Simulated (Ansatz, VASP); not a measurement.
AlNi2: VASP beside Ansatz

```
Al Ni
1.0
     3.97490    0.00000    0.00000
    -1.98745    3.44236    0.00000
     0.00000    0.00000    4.90604
Al Ni
2 4
Cartesian
  0.0000 2.2949 0.9448
  1.9874 1.1475 3.9612
  0.0000 2.2949 3.3731
  1.9874 1.1475 1.5330
  0.0000 0.0000 2.4530
  0.0000 0.0000 0.0000
```

Alike in both runs: task single point; functional PBEsol; k mesh 12 × 12 × 10; occupations gaussian, width 0.15 eV; no spin polarisation.

```csv
,VASP,Ansatz
version,VASP 6.6.1,Ansatz 0.2.0
potentials or method,"VASP PAW PBE potentials, release 64 (Al, Ni), cutoff 520 eV","scalar-relativistic, plane waves, PAW"
valence electrons in the cell,46,78
```

|  | VASP | Ansatz | Ansatz less VASP |
| --- | --- | --- | --- |
| gap on the k mesh at the Fermi level (eV) | none | none | - |
| pressure (GPa) | 0.2 | 0.0 | -0.17 |
| traceless stress, the component that is largest in VASP (GPa) | -0.08 | -0.07 | +0.014 |
| rms of the force components (eV/Å) | 0.007 | 0.004 | -0.0034 |

VASP's potentials were made for PBE, not for PBEsol. Atom by atom the forces differ by 0.004 eV/Å (rms over components). A gap of «none» marks a metal or a gap that the smearing closes. VASP's potentials hold 46 valence electrons a cell and Ansatz's 78, so a difference there can come from the potentials and not from the codes.
